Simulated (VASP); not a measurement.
Wanted: the native input for a VASP 6.6.1 run.

```yaml
Task: single point
Functional: r2SCAN
Potentials_or_basis: VASP PAW PBE potentials, release 64 (Cu)
Cutoff: 520 eV
k_mesh: 8 × 12 × 12
Occupations: gaussian, width 0.1 eV
Spin: no spin polarisation
Dipole_correction: no
Further_INCAR_settings: ALGO = Normal; EDIFF = 1e-06; NBANDS = 42
```

The system is Cu.

```
Cu
1.0
     0.00000    0.00000   -4.14979
    -3.78653   -2.18616    0.00000
     0.00000    4.37231    0.00000
Cu
6
Direct
  0.75000 0.66667 0.66667
  0.75000 0.00000 0.33333
  0.75000 0.33333 0.00000
  0.25000 0.33333 0.33333
  0.25000 0.66667 0.00000
  0.25000 0.00000 0.66667
```

This isn't the form of Cu at room conditions, which is fcc.

One way to write it, as run:

POSCAR

```
Cu
1.0
    0.0000000000      0.0000000000     -4.1497919523
   -3.7865331640     -2.1861559415      0.0000000000
    0.0000000000      4.3723118831      0.0000000000
Cu
6
Direct
    0.7500000000      0.6666666667      0.6666666667
    0.7500000000      1.0000000000      0.3333333333
    0.7500000000      0.3333333333      1.0000000000
    0.2500000000      0.3333333333      0.3333333333
    0.2500000000      0.6666666667      0.0000000000
    0.2500000000      0.0000000000      0.6666666667
```

INCAR.step1

```
SYSTEM = Cu
  PREC = Accurate
  ENCUT = 520
  ISMEAR = 0
  SIGMA = 0.1
  LREAL = .FALSE.
  LASPH = .TRUE.
  NELM = 60
  NBANDS = 42
  GGA = PE
  ALGO = Normal
  EDIFF = 1E-4
  LWAVE = .TRUE.
  LCHARG = .FALSE.
```

INCAR.step2

```
SYSTEM = Cu
  PREC = Accurate
  ENCUT = 520
  EDIFF = 1E-6
  ISMEAR = 0
  SIGMA = 0.1
  LREAL = .FALSE.
  LASPH = .TRUE.
  NELM = 60
  ALGO = Normal
  ISIF = 2
  LWAVE = .FALSE.
  LCHARG = .TRUE.
  METAGGA = R2SCAN
  LMIXTAU = .TRUE.
  LELF = .TRUE.
  LVHAR = .TRUE.
  NBANDS = 42
  ISTART = 1
```

KPOINTS

```
regular mesh
0
G
  8 12 12
  0 0 0
```

Potentials or basis: VASP PAW PBE potentials, release 64 (Cu).

Run with:

```bash
$ cat potpaw_PBE.64/Cu/POTCAR > POTCAR
$ cp INCAR.step1 INCAR
$ mpirun -np 1 vasp_std > vasp.out
$ cp INCAR.step2 INCAR
$ mpirun -np 1 vasp_std > vasp.out
```

Results of the run:

- Pressure: 0.6 GPa
- Band gap on the k mesh: zero (bands 33 and 34 overlap by 5.68 eV)

Caveat: the PAW data sets were made with another functional, which shifts forces and pressure a little.

It took 15 min on 1 thread of Intel Xeon 8259CL (shared host), peak memory 0.33 GiB.
